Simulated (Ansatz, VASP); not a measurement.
## One calculation of W, two programs

```
W
1.0
     0.00000    2.31510    2.31510
     2.31510    0.00000    2.31510
     2.31510    2.31510    0.00000
W
2
Direct
  0.87500 0.87500 0.87500
  0.12500 0.12500 0.12500
```

Change from the starting cell: volume scaled by 0.52, LAPW.

Alike in both runs: task single point; functional PBEsol; k mesh 14 × 14 × 14; occupations fermi-dirac, width 0.1 eV; no spin polarisation.

|  | VASP | Ansatz |
| --- | --- | --- |
| version | VASP 6.6.1 | Ansatz 0.2.0 |
| potentials or method | VASP PAW PBE potentials, release 64 (W_sv), cutoff 520 eV | all-electron LAPW, scalar-relativistic |

VASP gave:

| Item | Value |
| --- | --- |
| pressure (GPa) | 333.6 |

**Question.** What did Ansatz give for the same quantities?

**Answer.** Pressure (GPa): 314.4.

VASP's potentials were made for PBE, not for PBEsol. Both programs put the cell under a high pressure, so it lies far from rest at this level. Ansatz ran all-electron here, and VASP with PAW potentials.

Spin-orbit coupling is off throughout. Noted on VASP's run: the cell as given lies far from equilibrium.
